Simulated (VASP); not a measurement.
# W (P6_3/mmc) in VASP: notebook, part 2 of 2

VASP 6.6.1. Earlier steps stand in the parts before.

## 4. Single point, PBEsol

This run uses another cell than the first one: it holds 2 atoms, not 4.

The input, INCAR:

```
SYSTEM = W
ALGO = Fast ; EDIFF = 1E-6
ENCUT = 520 ; GGA = PS
ISIF = 2 ; ISMEAR = 0
LASPH = .TRUE. ; LCHARG = .TRUE.
LELF = .TRUE. ; LREAL = .FALSE.
LVHAR = .TRUE. ; LWAVE = .FALSE.
NBANDS = 21 ; NELM = 100
PREC = Accurate ; SIGMA = 0.1
```

The input, KPOINTS:

```
k-points
0
G
  6 6 4
  0 0 0
```

The input, POSCAR:

```
W
1.0
    2.7519163835      0.0000000000      0.0000000000
   -1.3759581918      2.3832294972      0.0000000000
    0.0000000000      0.0000000000      4.9168520391
W
2
Direct
    0.3333333333      0.6666666667      0.2500000000
    0.6666666667      0.3333333333      0.7500000000
```

Potentials or basis: VASP PAW PBE potentials, release 64 (W_sv).

On the command line:

```sh
$ cat potpaw_PBE.64/W_sv/POTCAR > POTCAR
$ mpirun -np 1 vasp_std > vasp.out
```

OUTCAR:

```text
SYSTEM = W
   EDIFF = 1E-6
   ENCUT = 520
   GGA = PS
   ISIF = 2
   ISMEAR = 0
   LASPH = .TRUE.
   LREAL = .FALSE.
   NELM = 100
   PREC = Accurate

 ion  position               nearest neighbor table
   1  0.333  0.667  0.250-   2 2.93   2 2.93   2 2.93   2 2.93   2 2.93   2 2.93
   2  0.667  0.333  0.750-   1 2.93   1 2.93   1 2.93   1 2.93   1 2.93   1 2.93

  LATTYP: Found a hexagonal cell.
 ALAT       =     2.7519163835
 C/A-ratio  =     1.7867011035

  Lattice vectors:

 A1 = (   2.7519163835,   0.0000000000,   0.0000000000)
 A2 = (  -1.3759581918,   2.3832294972,   0.0000000000)
 A3 = (   0.0000000000,   0.0000000000,   4.9168520391)

Analysis of symmetry for initial positions (statically):
=====================================================================
 Subroutine PRICEL returns:
 Original cell was already a primitive cell.

 Routine SETGRP: Setting up the symmetry group for a
 hexagonal supercell.

 Subroutine GETGRP returns: Found 24 space group operations
 (whereof 12 operations were pure point group operations)
[... 157 lines left out ...]
  ext. energy  EPLUGINS =         0.00000000
  ---------------------------------------------------
  free energy    TOTEN  =       -26.58608574 eV

  energy without entropy =      -26.57644472  energy(sigma->0) =      -26.58126523

 E-fermi :  10.5556     XC(G=0): -13.6523

 val. band max:       10.5549874058   @ k =   0.0000   0.0000   0.2500
 cond. band min:      10.7615698956   @ k =   0.0000   0.0000   0.0000
 fundamental gap:      0.2065824898
 Fermi energy:        10.5555721549

 k-point     1 :       0.0000    0.0000    0.0000
  band No.  band energies     occupation
      1     -63.0817      2.00000
      2     -63.0052      2.00000
      3     -27.8211      2.00000
      4     -26.8527      2.00000
      5     -26.6692      2.00000
      6     -26.6692      2.00000
[... 493 lines left out ...]
     20      20.4267      0.00000
     21      20.6604      0.00000

------------------------ aborting loop because EDIFF is reached ----------------------------------------

  FORCE on cell =-STRESS in cart. coord.  units (eV):
  Direction    XX          YY          ZZ          XY          YZ          ZX
  --------------------------------------------------------------------------------------
  -------------------------------------------------------------------------------------
  Total        0.1567718      0.1567718      0.0810208     -0.0000000     -0.0000000      0.0000000
  in kB        7.7891531      7.7891531      4.0254926     -0.0000000     -0.0000000      0.0000000
  external PRESSURE =       6.5345996 kB  Pullay stress =       0.0000000 kB

 VOLUME and BASIS-vectors are now :
 -----------------------------------------------------------------------------
  energy-cutoff  :      520.00
  volume of cell :       32.25
      direct lattice vectors                 reciprocal lattice vectors
     2.751916383  0.000000000  0.000000000     0.363383134  0.209799350  0.000000000
    -1.375958192  2.383229497  0.000000000     0.000000000  0.419598700  0.000000000
     0.000000000  0.000000000  4.916852039     0.000000000  0.000000000  0.203382162

 POSITION                                       TOTAL-FORCE (eV/Angst)
 -----------------------------------------------------------------------------------
     -0.00000      1.58882      1.22921        -0.000000      0.000000      0.000000
      1.37596      0.79441      3.68764         0.000000     -0.000000      0.000000
 -----------------------------------------------------------------------------------
    total drift:                               -0.000000      0.000000     -0.000000

  FREE ENERGIE OF THE ION-ELECTRON SYSTEM (eV)
  ---------------------------------------------------
  free  energy   TOTEN  =       -26.5860857363 eV

  energy  without entropy=      -26.5764447207  energy(sigma->0) =      -26.58126523
```

OSZICAR:

```text
N       E                     dE             d eps       ncg     rms          rms(c)
DAV:   1     0.296939682138E+03    0.29694E+03   -0.17395E+04   882   0.158E+03
DAV:   2    -0.179699133742E+02   -0.31491E+03   -0.30774E+03   947   0.466E+02
DAV:   3    -0.278627430837E+02   -0.98928E+01   -0.96637E+01   977   0.831E+01
DAV:   4    -0.279618817879E+02   -0.99139E-01   -0.99001E-01   937   0.880E+00
DAV:   5    -0.279628909846E+02   -0.10092E-02   -0.10092E-02   988   0.912E-01    0.292E+01
RMM:   6    -0.268784231872E+02    0.10845E+01   -0.12182E+00   914   0.848E+00    0.120E+01
RMM:   7    -0.265924305187E+02    0.28599E+00   -0.93913E-01   975   0.707E+00    0.984E-01
RMM:   8    -0.265860164120E+02    0.64141E-02   -0.41494E-02  1063   0.161E+00    0.303E-01
RMM:   9    -0.265859925394E+02    0.23873E-04   -0.80328E-03  1046   0.742E-01    0.752E-02
RMM:  10    -0.265860668498E+02   -0.74310E-04   -0.96476E-04  1105   0.295E-01    0.217E-02
RMM:  11    -0.265860823511E+02   -0.15501E-04   -0.24976E-04  1086   0.146E-01    0.106E-02
RMM:  12    -0.265860852111E+02   -0.28599E-05   -0.46797E-05  1045   0.638E-02    0.844E-03
RMM:  13    -0.265860855737E+02   -0.36261E-06   -0.13070E-05   842   0.334E-02    0.153E-03
RMM:  14    -0.265860857363E+02   -0.16268E-06   -0.11264E-06   633   0.904E-03
   1 F= -.26586086E+02 E0= -.26581265E+02  d E =-.964102E-02
```

Wall time 22 s (1 thread of Intel Xeon 8259CL, shared host); peak memory 0.14 GiB.

Results:

| Item | Value |
| --- | --- |
| Free energy | -26.5861 eV |
| Pressure | 0.7 GPa |
| Band gap on the k mesh | zero (bands 14 and 15 overlap by 1.76 eV) |

Caveat: the k points lie up to 0.44 Å⁻¹ apart, too coarse for converged energies and pressures of a metal; the PAW data sets were made with another functional, which shifts forces and pressure a little; spin-orbit coupling is left out, which moves the levels of the heavy elements.

## 5. Single point, PBEsol

This run uses another cell than the first one: it holds 2 atoms, not 4.

The input, INCAR:

```
PREC = Accurate ; ENCUT = 520
EDIFF = 1E-7 ; ISMEAR = 0
SIGMA = 0.1 ; LREAL = False
LASPH = True ; NELM = 80
ALGO = Normal ; ISIF = 2
LWAVE = False ; LCHARG = True
GGA = PS ; LELF = True
LVHAR = True ; NBANDS = 21
```

The input, KPOINTS:

```
regular mesh
0
Gamma
  9 9 4
```

The input, POSCAR:

```
W
1.0
    2.7549335746      0.0000000000      0.0000000000
   -1.3774667873      2.3858424614      0.0000000000
    0.0000000000      0.0000000000      4.8906352950
W
2
Direct
    0.3333333333      0.6666666667      0.2500000000
    0.6666666667      0.3333333333      0.7500000000
```

Potentials or basis: VASP PAW PBE potentials, release 64 (W_sv).

On the command line:

```sh
$ cat potpaw_PBE.64/W_sv/POTCAR > POTCAR
$ mpirun -np 1 vasp_std > vasp.out
```

OUTCAR:

```text
PREC = Accurate
   ENCUT = 520
   EDIFF = 1E-7
   ISMEAR = 0
   LREAL = False
   LASPH = True
   NELM = 80
   ISIF = 2
   GGA = PS

 ion  position               nearest neighbor table
   1  0.333  0.667  0.250-   2 2.92   2 2.92   2 2.92   2 2.92   2 2.92   2 2.92
   2  0.667  0.333  0.750-   1 2.92   1 2.92   1 2.92   1 2.92   1 2.92   1 2.92

  LATTYP: Found a hexagonal cell.
 ALAT       =     2.7549335746
 C/A-ratio  =     1.7752280273

  Lattice vectors:

 A1 = (   2.7549335746,   0.0000000000,   0.0000000000)
 A2 = (  -1.3774667873,   2.3858424614,   0.0000000000)
 A3 = (   0.0000000000,   0.0000000000,   4.8906352950)

Analysis of symmetry for initial positions (statically):
=====================================================================
 Subroutine PRICEL returns:
 Original cell was already a primitive cell.

 Routine SETGRP: Setting up the symmetry group for a
 hexagonal supercell.

 Subroutine GETGRP returns: Found 24 space group operations
 (whereof 12 operations were pure point group operations)
 out of a pool of 24 trial point group operations.

The static configuration has the point symmetry D_3d.
 The point group associated with its full space group is D_6h.

Analysis of symmetry for dynamics (positions and initial velocities):
=====================================================================
 Subroutine PRICEL returns:
 Original cell was already a primitive cell.

 Routine SETGRP: Setting up the symmetry group for a
 hexagonal supercell.

 Subroutine GETGRP returns: Found 24 space group operations
 (whereof 12 operations were pure point group operations)
 out of a pool of 24 trial point group operations.

The dynamic configuration has the point symmetry D_3d.
 The point group associated with its full space group is D_6h.

 Subroutine INISYM returns: Found 24 space group operations
 (whereof 12 operations are pure point group operations),
 and found     1 'primitive' translations

----------------------------------------------------------------------------------------

                                     Primitive cell

  volume of cell :      32.1454

  direct lattice vectors                    reciprocal lattice vectors
     2.754933575  0.000000000  0.000000000     0.362985158  0.209569579  0.000000000
    -1.377466787  2.385842461  0.000000000     0.000000000  0.419139158  0.000000000
     0.000000000  0.000000000  4.890635295     0.000000000  0.000000000  0.204472413

  length of vectors
     2.754933575  2.754933575  4.890635295     0.419139158  0.419139158  0.204472413

  position of ions in fractional coordinates (direct lattice)
     0.333333333  0.666666667  0.250000000
     0.666666667  0.333333333  0.750000000

  ion indices of the primitive-cell ions
   primitive index   ion index
                 1           1
                 2           2

----------------------------------------------------------------------------------------

 KPOINTS: regular mesh

Automatic generation of k-mesh.
 Grid dimensions read from file:
 generate k-points for:    9    9    4

 Generating k-lattice:

  Cartesian coordinates                     Fractional coordinates (reciprocal lattice)
     0.040331684  0.023285509  0.000000000     0.111111111 -0.000000000  0.000000000
     0.000000000  0.046571018  0.000000000     0.000000000  0.111111111  0.000000000
     0.000000000  0.000000000  0.051118103     0.000000000  0.000000000  0.250000000

  Length of vectors
     0.046571018  0.046571018  0.051118103

  Shift w.r.t. Gamma in fractional coordinates (k-lattice)
     0.000000000  0.000000000  0.000000000

 Subroutine IBZKPT returns following result:
 ===========================================

 Found     36 irreducible k-points:

 Following reciprocal coordinates:
            Coordinates               Weight
  0.000000  0.000000  0.000000      1.000000
  0.111111  0.000000  0.000000      6.000000
  0.222222  0.000000  0.000000      6.000000
  0.333333  0.000000  0.000000      6.000000
  0.444444  0.000000  0.000000      6.000000
  0.111111  0.111111  0.000000      6.000000
[... 16 lines left out ...]
  0.333333  0.222222  0.250000     24.000000
  0.333333  0.333333  0.250000      4.000000
 [... further k-points ...]
   k-points           NKPTS =     36   k-points in BZ     NKDIM =     36   number of bands    NBANDS=     21
   number of dos      NEDOS =    301   number of ions     NIONS =      2
   total plane-waves  NPLWV =  14400
   dimension x,y,z NGX =    20 NGY =   20 NGZ =   36
   dimension x,y,z NGXF=    40 NGYF=   40 NGZF=   72
   ions per type =               2
   NGX,Y,Z   is equivalent  to a cutoff of  12.07, 12.07, 12.24 a.u.
   NGXF,Y,Z  is equivalent  to a cutoff of  24.14, 24.14, 24.47 a.u.
 SYSTEM =  unknown system
   PREC   = accura    normal or accurate (medium, high low for compatibility)
   ISTART =      0    job   : 0-new  1-cont  2-samecut
   ICHARG =      2    charge: 1-file 2-atom 10-const
   ISPIN  =      1    spin polarized calculation?
   LNONCOLLINEAR =      F non collinear calculations
   LSORBIT =      F    spin-orbit coupling
   LASPH  =      T    aspherical Exc in radial PAW
   ENCUT  =  520.0 eV  38.22 Ry    6.18 a.u.   5.12  5.12  9.09*2*pi/ulx,y,z
   NELM   =     80;   NELMIN=  2; NELMDL= -5     # of ELM steps
   EDIFF  = 0.1E-06   stopping-criterion for ELM
   LREAL  =      F    real-space projection
   EDIFFG = 0.1E-05   stopping-criterion for IOM
   NSW    =      0    number of steps for IOM
   IBRION =     -1    ionic relax: 0-MD 1-quasi-New 2-CG
   NFREE  =      0    steps in history (QN), initial steepest desc. (CG)
   ISIF   =      2    stress and relaxation
   ISYM   =      2    0-nonsym 1-usesym 2-fastsym
   POTIM  = 0.5000    time-step for ionic-motion
   TEBEG  =    0.0;   TEEND  =   0.0 temperature during run
   PSTRESS=    0.0 pullay stress
   NELECT =      28.0000    total number of electrons
   NUPDOWN=      -1.0000    fix difference up-down
   EMIN   =  10.00;   EMAX   =-10.00  energy-range for DOS
   EFERMI =   0.00;   METHOD = LEGACY
   ISMEAR =     0;   SIGMA  =   0.10  broadening in eV -4-tet -1-fermi 0-gaus
   EFERMI_NEDOS =   21; number of points for ismear=-14 and -15
   IALGO  =     38    algorithm
   IMIX   =      4    mixing-type and parameters
     AMIX     =   0.40;   BMIX     =  1.00
     AMIX_MAG =   1.60;   BMIX_MAG =  1.00
  volume/ion in A,a.u.               =      16.07       108.46
  Fermi-wavevector in a.u.,A,eV,Ry     =   1.563465  2.954520 33.258384  2.444422
  Thomas-Fermi vector in A             =   2.666232
   LORBIT       =      0    0 simple, 1 ext, 2 COOP (PROOUT), +10 PAW based schemes
   GGA     = PS    functional components
   LHFCALC =     F    Hartree Fock is set to
   AEXX    =    0.0000 exact exchange contribution
   IVDW    =     0    specifies the selected vdW correction
   LEPSILON=     F    determine dielectric tensor
   LRPA    =     F    only Hartree local field effects (RPA)
 non-spin polarized calculation
 Gauss-broadening in eV      SIGMA  =   0.10
  energy-cutoff  :      520.00
  volume of cell :       32.15
 maximum number of plane-waves:       882
   NGX = 11   NGY = 11   NGZ = 19

 number of electron      28.0000005 magnetization

 Free energy of the ion-electron system (eV)
  ---------------------------------------------------
  ext. energy  EPLUGINS =         0.00000000
  ---------------------------------------------------
  free energy    TOTEN  =       -26.58428194 eV

  energy without entropy =      -26.57045857  energy(sigma->0) =      -26.57737026

 E-fermi :  10.6339     XC(G=0): -13.6680

 val. band max:       10.6168165115   @ k =   0.1111   0.0000   0.2500
 cond. band min:      10.6709244336   @ k =   0.4444   0.1111   0.5000
 fundamental gap:      0.0541079220
 Fermi energy:        10.6338562294

 k-point     1 :       0.0000    0.0000    0.0000
  band No.  band energies     occupation
      1     -63.0063      2.00000
      2     -62.9259      2.00000
      3     -27.7669      2.00000
      4     -26.7683      2.00000
      5     -26.6032      2.00000
      6     -26.6032      2.00000
[... 13 lines left out ...]
     20      15.0929      0.00000
     21      19.8104      0.00000
[... 529 lines left out ...]
 k-point    24 :       0.3333    0.3333    0.2500
  band No.  band energies     occupation
      1     -62.8413      2.00000
      2     -62.8413      2.00000
      3     -27.4938      2.00000
      4     -27.4873      2.00000
      5     -27.4873      2.00000
      6     -27.3156      2.00000
[... 13 lines left out ...]
     20      18.6286      0.00000
     21      21.4249      0.00000

 [... further k-points ...]

------------------------ aborting loop because EDIFF is reached ----------------------------------------

  FORCE on cell =-STRESS in cart. coord.  units (eV):
  Direction    XX          YY          ZZ          XY          YZ          ZX
  --------------------------------------------------------------------------------------
  -------------------------------------------------------------------------------------
  Total        0.1613389      0.1613389      0.1010361      0.0000000      0.0000000      0.0000000
  in kB        8.0413980      8.0413980      5.0358069      0.0000000      0.0000000      0.0000000
  external PRESSURE =       7.0395343 kB  Pullay stress =       0.0000000 kB

 VOLUME and BASIS-vectors are now :
 -----------------------------------------------------------------------------
  energy-cutoff  :      520.00
  volume of cell :       32.15
      direct lattice vectors                 reciprocal lattice vectors
     2.754933575  0.000000000  0.000000000     0.362985158  0.209569579  0.000000000
    -1.377466787  2.385842461  0.000000000     0.000000000  0.419139158  0.000000000
     0.000000000  0.000000000  4.890635295     0.000000000  0.000000000  0.204472413

 POSITION                                       TOTAL-FORCE (eV/Angst)
 -----------------------------------------------------------------------------------
     -0.00000      1.59056      1.22266        -0.000000      0.000000      0.000000
      1.37747      0.79528      3.66798         0.000000     -0.000000      0.000000
 -----------------------------------------------------------------------------------
    total drift:                               -0.000000      0.000000     -0.000000

  FREE ENERGIE OF THE ION-ELECTRON SYSTEM (eV)
  ---------------------------------------------------
  free  energy   TOTEN  =       -26.5842819448 eV

  energy  without entropy=      -26.5704585696  energy(sigma->0) =      -26.57737026
```

OSZICAR:

```text
N       E                     dE             d eps       ncg     rms          rms(c)
DAV:   1     0.292231131030E+03    0.29223E+03   -0.17201E+04  1520   0.157E+03
DAV:   2    -0.183554349454E+02   -0.31059E+03   -0.30328E+03  1635   0.468E+02
DAV:   3    -0.278351842195E+02   -0.94797E+01   -0.92543E+01  1771   0.819E+01
DAV:   4    -0.279272308830E+02   -0.92047E-01   -0.91993E-01  1617   0.851E+00
DAV:   5    -0.279281670028E+02   -0.93612E-03   -0.93611E-03  1680   0.880E-01    0.293E+01
DAV:   6    -0.268719324987E+02    0.10562E+01   -0.12657E+00  1650   0.106E+01    0.116E+01
DAV:   7    -0.265952438906E+02    0.27669E+00   -0.66020E-01  1687   0.702E+00    0.696E-01
DAV:   8    -0.265845685311E+02    0.10675E-01   -0.13572E-02  1527   0.119E+00    0.134E-01
DAV:   9    -0.265842788077E+02    0.28972E-03   -0.44314E-04  1802   0.170E-01    0.516E-02
DAV:  10    -0.265842821681E+02   -0.33604E-05   -0.27127E-05  1597   0.453E-02    0.688E-03
DAV:  11    -0.265842825382E+02   -0.37005E-06   -0.35516E-06  1612   0.161E-02    0.649E-03
DAV:  12    -0.265842819199E+02    0.61825E-06   -0.16680E-07  1179   0.389E-03    0.107E-03
DAV:  13    -0.265842819448E+02   -0.24889E-07   -0.14170E-08   846   0.117E-03
   1 F= -.26584282E+02 E0= -.26577370E+02  d E =-.138234E-01
```

stdout:

```text
POSCAR found type information on POSCAR W
 POSCAR found :  1 types and       2 ions
 scaLAPACK will be used
 -----------------------------------------------------------------------------
|                                                                             |
|                                                                             |
|     You enforced a specific xc type in the INCAR file but a different       |
|     I HOPE YOU KNOW WHAT YOU ARE DOING!                                     |
|                                                                             |
 -----------------------------------------------------------------------------

 LDA part: xc-table for (Slater+PW92), standard interpolation
 POSCAR, INCAR and KPOINTS ok, starting setup
 FFT: planning ... GRIDC
 FFT: planning ... GRID_SOFT
 FFT: planning ... GRID
 WAVECAR not read
 entering main loop
```

It took 25 s on 1 thread of Intel Xeon 8259CL, shared host; peak memory 0.15 GiB.

Results:

- Free energy: -26.5843 eV
- Pressure: 0.7 GPa
- Band gap on the k mesh: zero (bands 14 and 15 overlap by 1.58 eV)

Caveat: the PAW data sets were made with another functional, which shifts forces and pressure a little; spin-orbit coupling is left out, which moves the levels of the heavy elements.

## 6. The runs side by side

```tsv
cell	k mesh	gap on the mesh (eV)	pressure (GPa)
a = 2.759, b = 2.759, c = 9.717 Å, angles 90.0, 90.0, 120.0°, 4 atoms, atomic positions A	21 × 21 × 6	none	0.6
a = 2.746, b = 2.746, c = 10.111 Å, angles 90.0, 90.0, 120.0°, 4 atoms, atomic positions B	21 × 21 × 6	none	0.7
a = 2.752, b = 2.752, c = 4.917 Å, angles 90.0, 90.0, 120.0°, 2 atoms, atomic positions C	6 × 6 × 4	none	0.7
a = 2.755, b = 2.755, c = 4.891 Å, angles 90.0, 90.0, 120.0°, 2 atoms, atomic positions C	9 × 9 × 4	none	0.7
```

Alike in all rows: task single point; level PBEsol; potentials or basis VASP PAW PBE potentials, release 64 (W_sv); no spin polarisation; cutoff (eV) 520; smearing gaussian 0.1 eV.

Caveats: some runs use coarse meshes; the PAW data sets were made with another functional, which shifts forces and pressure a little; spin-orbit coupling is left out, which moves the levels of the heavy elements.

Total energies depend on the potentials used, so only differences within one code and one set of settings carry meaning.

The gap in the log of VASP goes by the Fermi energy; the results here count the filled bands.